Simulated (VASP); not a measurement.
# LiMg12 (a cell with a defect) in VASP: further runs, part 2 of 2

VASP 6.6.1.

### Step 3. Single point, PBE

Contents of INCAR:

```
PREC = Accurate
ENCUT = 520
EDIFF = 1E-6
ISMEAR = 0
SIGMA = 0.05
LREAL = F
LASPH = T
NELM = 60
ALGO = Normal
ISIF = 2
LWAVE = F
LCHARG = T
GGA = PE
LELF = T
LVHAR = T
NBANDS = 26
```

Contents of KPOINTS:

```
regular mesh
0
Gamma
  4 3 4
```

Contents of POSCAR:

```
LiMg12
1.0
    6.4200000000      0.0000000000      0.0000000000
   -4.8150000000      8.3398250000      0.0000000000
    0.0000000000      0.0000000000      5.2130400000
Mg Li
12 1
Direct
   -0.0323611479     -0.0314934863     -0.0060730886
    0.1834376830      0.2373083386      0.5799159951
    0.0042643998      0.3348743578      0.0320258191
    0.1685176336      0.5589691922      0.4845587639
    0.1016033293      0.7085003292     -0.0066355520
    0.1823351040      0.9094243399      0.4904855810
    0.5343051458      0.0142222280     -0.0181795656
    0.6867844399      0.2172190142      0.5047908761
    0.4094069467      0.2645312553      0.1004695112
    0.6966923466      0.5824421379      0.3844531023
    0.5104465281      0.6417344279     -0.0773380476
    0.6552638158      0.8860432597      0.4760828932
    0.7353188353      0.4564938056     -0.1902337781
```

Potentials or basis: VASP PAW PBE potentials, release 64 (Mg, Li_sv).

Launch:

```bash
$ cat potpaw_PBE.64/Mg/POTCAR potpaw_PBE.64/Li_sv/POTCAR > POTCAR
$ mpirun -np 1 vasp_std > vasp.out
```

It took 6.1 min on 1 thread of Oxide Virtual Turin-like, shared host; peak memory 0.4 GiB.

The run converged. Its results:

| Property | Result |
| --- | --- |
| Free energy | -18.8074 eV |
| Largest force | 0.017 eV/Å |

Forces on the atoms (eV/Å):
```
Mg  -0.001 -0.006 -0.007
Mg   0.001 -0.001  0.002
Mg   0.006 -0.004  0.000
Mg   0.008  0.000  0.001
Mg   0.002  0.009 -0.001
Mg  -0.001  0.006  0.001
Mg   0.002 -0.003  0.000
Mg   0.004  0.002  0.003
Mg  -0.007 -0.011  0.004
Mg  -0.008 -0.003 -0.006
Mg  -0.002  0.012  0.012
Mg   0.000 -0.001 -0.002
Li  -0.004  0.001 -0.007
```

Levels at points of the mesh, in eV from the Fermi level:
| k point | band 10 | band 11 | band 12 | band 13 | band 14 | band 15 | band 16 | band 17 |
| --- | --- | --- | --- | --- | --- | --- | --- | --- |
| (0.00, 0.00, 0.00) | -1.52 | -0.44 | -0.23 | 0.09 | 0.16 | 0.39 | 0.56 | 1.24 |
| (0.50, 0.00, 0.00) | -0.69 | -0.58 | -0.47 | -0.35 | -0.22 | 0.06 | 0.13 | 0.24 |
| (0.00, 0.00, 0.50) | -2.01 | -1.81 | -1.19 | -1.16 | -0.83 | -0.57 | 0.87 | 1.00 |
| (0.50, 0.00, 0.50) | -1.15 | -1.01 | -0.74 | -0.60 | 0.46 | 0.52 | 0.78 | 0.89 |

### Step 4. Single point, PBE

Contents of INCAR:

```
SYSTEM = LiMg12
PREC     = Accurate       ! precision mode
ENCUT    = 520            ! plane-wave cutoff, eV
EDIFF    = 1E-6           ! SCF threshold, eV
ISMEAR   = 0              ! smearing method
SIGMA    = 0.05           ! smearing width, eV
LREAL    = .False.        ! projectors in reciprocal space
LASPH    = .True.         ! aspherical terms in the spheres
NELM     = 100            ! most SCF steps
ALGO     = Normal         ! electronic algorithm
ISIF     = 2              ! what is computed and relaxed
LWAVE    = .False.        ! write WAVECAR
LCHARG   = .False.        ! write CHGCAR
GGA      = PE             ! functional
NBANDS   = 26             ! bands
```

Contents of KPOINTS:

```
regular mesh
0
Gamma
  4 3 4
  0 0 0
```

Contents of POSCAR:

```
LiMg12
1.0
    6.4200000000      0.0000000000      0.0000000000
   -4.8150000000      8.3398250000      0.0000000000
    0.0000000000      0.0000000000      5.2130400000
Mg Li
12 1
Direct
   -0.0333480023     -0.0313688836      0.0089734589
    0.1870832763      0.2397785325      0.4134581741
    0.0024315728      0.3345006640     -0.0340874039
    0.1685391068      0.5593707302      0.5153576416
    0.0957761738      0.7069142338      0.0110948698
    0.1839651179      0.9114330337      0.5130758636
    0.5319157089      0.0123198029      0.0185770683
    0.6906797264      0.2157185552      0.4932196952
    0.4087894537      0.2625167794     -0.1086688381
    0.6974540931      0.5831817814      0.6141898010
    0.5083646038      0.6421125144      0.0740761629
    0.6557603973      0.8854360853      0.5248217930
    0.7269648792      0.4522929438      0.1925421635
```

Launch:

```bash
$ cat potpaw_PBE.64/Mg/POTCAR potpaw_PBE.64/Li_sv/POTCAR > POTCAR
$ mpirun -np 1 vasp_std > vasp.out
```

It took 5.3 min on 1 thread of Oxide Virtual Turin-like, shared host; peak memory 0.4 GiB.

It converged, with:

* Free energy: -18.8074 eV
* Largest force: 0.021 eV/Å

Forces in eV/Å, atoms in the order of the input:
```
Mg  -0.002 -0.009 -0.002
Mg   0.015  0.002  0.007
Mg   0.013  0.002  0.005
Mg  -0.003  0.000  0.006
Mg  -0.001 -0.005  0.001
Mg   0.000 -0.005 -0.004
Mg   0.000 -0.006 -0.003
Mg  -0.006  0.002  0.003
Mg  -0.016  0.000 -0.002
Mg  -0.004  0.008  0.006
Mg  -0.002  0.007  0.005
Mg   0.000  0.003 -0.003
Li   0.005  0.002 -0.020
```

Levels at points of the mesh, in eV from the Fermi level:
```tsv
k point	band 10	band 11	band 12	band 13	band 14	band 15	band 16	band 17
(0.00, 0.00, 0.00)	-1.53	-0.44	-0.23	0.09	0.16	0.38	0.56	1.24
(0.50, 0.00, 0.00)	-0.70	-0.57	-0.48	-0.36	-0.23	0.06	0.13	0.25
(0.00, 0.00, 0.50)	-2.01	-1.82	-1.19	-1.16	-0.82	-0.57	0.87	0.98
(0.50, 0.00, 0.50)	-1.15	-1.01	-0.75	-0.60	0.44	0.52	0.78	0.90
```

### Step 5. Single point, PBE

Contents of INCAR:

```
SYSTEM = LiMg12
ALGO     = Normal         ! electronic algorithm
EDIFF    = 1E-7           ! SCF threshold, eV
ENCUT    = 520            ! plane-wave cutoff, eV
GGA      = PE             ! functional
ISIF     = 2              ! what is computed and relaxed
ISMEAR   = 0              ! smearing method
LASPH    = .TRUE.         ! aspherical terms in the spheres
LCHARG   = .FALSE.        ! write CHGCAR
LREAL    = .FALSE.        ! projectors in reciprocal space
LWAVE    = .FALSE.        ! write WAVECAR
NBANDS   = 26             ! bands
NELM     = 80             ! most SCF steps
PREC     = Accurate       ! precision mode
SIGMA    = 0.05           ! smearing width, eV
```

Contents of KPOINTS:

```
k-points
0
G
  4 3 4
  0 0 0
```

Contents of POSCAR:

```
LiMg12
1.0
    6.4200000000      0.0000000000      0.0000000000
   -4.8150000000      8.3398250000      0.0000000000
    0.0000000000      0.0000000000      5.2130400000
Mg Li
12 1
Direct
   -0.0300627730     -0.0333179653     -0.0090611236
    0.1592134250      0.2235994161      0.4375903504
    0.0066660572      0.3372768613     -0.0346103233
    0.1666400103      0.5539920802      0.5002773813
    0.1208389627      0.7137344009     -0.0229917668
    0.1719677322      0.9007488766      0.4864539693
    0.5443618577      0.0186806078      0.0135172567
    0.6710524773      0.2210365325      0.4919300447
    0.4090024986      0.2658469452     -0.0757086076
    0.6848520939      0.5723780775      0.6152022620
    0.5172423906      0.6449321179      0.0748555545
    0.6466619959      0.8828755999      0.5204345257
    0.7573946525      0.4731810320      0.1784521124
```

Launch:

```bash
$ cat potpaw_PBE.64/Mg/POTCAR potpaw_PBE.64/Li_sv/POTCAR > POTCAR
$ mpirun -np 1 vasp_std > vasp.out
```

Run time: 5.9 min. Hardware: 1 thread of Oxide Virtual Turin-like, shared host; peak memory 0.41 GiB.

The run converged. Its results:

```yaml
Free_energy: -18.8069 eV
Largest_force: 0.021 eV/Å
```

Forces in eV/Å, atoms in the order of the input:
```
Mg   0.001 -0.005  0.002
Mg  -0.003 -0.005  0.008
Mg   0.016 -0.003  0.010
Mg  -0.001  0.005  0.005
Mg  -0.015  0.001 -0.004
Mg  -0.003 -0.001 -0.002
Mg  -0.001 -0.006 -0.004
Mg  -0.005  0.001 -0.005
Mg  -0.002  0.009  0.006
Mg  -0.002  0.001  0.005
Mg   0.013  0.001 -0.016
Mg   0.001  0.000  0.003
Li   0.002  0.001 -0.009
```

Levels at points of the mesh, in eV from the Fermi level:
```tsv
k point	band 10	band 11	band 12	band 13	band 14	band 15	band 16	band 17
(0.00, 0.00, 0.00)	-1.50	-0.42	-0.21	0.07	0.16	0.41	0.57	1.25
(0.50, 0.00, 0.00)	-0.66	-0.60	-0.43	-0.31	-0.17	0.07	0.11	0.23
(0.00, 0.00, 0.50)	-1.99	-1.79	-1.20	-1.10	-0.85	-0.57	0.86	1.07
(0.50, 0.00, 0.50)	-1.15	-0.98	-0.71	-0.60	0.48	0.54	0.81	0.86
```

### Step 6. Single point, PBE

Contents of INCAR:

```
SYSTEM = LiMg12
PREC     = Accurate       ! precision mode
ENCUT    = 520            ! plane-wave cutoff, eV
EDIFF    = 1E-6           ! SCF threshold, eV
ISMEAR   = 0              ! smearing method
SIGMA    = 0.05           ! smearing width, eV
LREAL    = .False.        ! projectors in reciprocal space
LASPH    = .True.         ! aspherical terms in the spheres
NELM     = 100            ! most SCF steps
ALGO     = Normal         ! electronic algorithm
ISIF     = 2              ! what is computed and relaxed
LWAVE    = .False.        ! write WAVECAR
LCHARG   = .False.        ! write CHGCAR
GGA      = PE             ! functional
NBANDS   = 26             ! bands
```

Contents of KPOINTS:

```
Automatic mesh
0
Gamma
  4 3 4
  0 0 0
```

Contents of POSCAR:

```
LiMg12
1.0
    6.4200000000      0.0000000000      0.0000000000
   -4.8150000000      8.3398250000      0.0000000000
    0.0000000000      0.0000000000      5.2130400000
Mg Li
12 1
Direct
   -0.0365459112     -0.0408367082     -0.0097973543
    0.1274602860      0.2094569131      0.4610994736
    0.0162769261      0.3389096294     -0.0317933490
    0.1631047923      0.5518697335      0.4912766831
    0.1459637807      0.7269664531     -0.0357875635
    0.1747640801      0.9050499261      0.4808491782
    0.5629291609      0.0288964097      0.0155655817
    0.6619384358      0.2319968345      0.4957379955
    0.3984831707      0.2602305204     -0.0463253687
    0.6797793843      0.5641438519      0.5882678821
    0.5169556415      0.6395647391      0.0573162684
    0.6357278432      0.8766163559      0.5181544742
    0.7804481290      0.4828577338      0.1314893037
```

Potentials or basis: VASP PAW PBE potentials, release 64 (Mg, Li_sv).

Launch:

```bash
$ cat potpaw_PBE.64/Mg/POTCAR potpaw_PBE.64/Li_sv/POTCAR > POTCAR
$ mpirun -np 1 vasp_std > vasp.out
```

It took 5.1 min on 1 thread of Oxide Virtual Turin-like, shared host; peak memory 0.41 GiB.

Results (log left out):

```yaml
Free_energy: -18.7768 eV
Largest_force: 0.115 eV/Å
```

Forces in eV/Å, atoms in the order of the input:
```
Mg   0.008  0.014 -0.026
Mg   0.019  0.015 -0.033
Mg  -0.012  0.001 -0.033
Mg   0.007 -0.001 -0.008
Mg  -0.016 -0.027 -0.045
Mg  -0.009 -0.036 -0.047
Mg  -0.010 -0.018  0.000
Mg   0.008 -0.017 -0.012
Mg   0.014  0.039 -0.033
Mg   0.001 -0.013  0.077
Mg   0.013  0.024  0.035
Mg   0.001  0.007  0.012
Li  -0.023  0.012  0.112
```

Levels at points of the mesh, in eV from the Fermi level:
```csv
k point,band 11,band 12,band 13,band 14,band 15,band 16
"(0.00, 0.00, 0.00)",-0.43,-0.22,0.07,0.11,0.45,0.56
"(0.50, 0.00, 0.00)",-0.62,-0.36,-0.31,-0.19,0.03,0.14
"(0.00, 0.00, 0.50)",-1.82,-1.22,-1.08,-0.86,-0.62,0.84
"(0.50, 0.00, 0.50)",-0.99,-0.63,-0.55,0.47,0.52,0.73
```
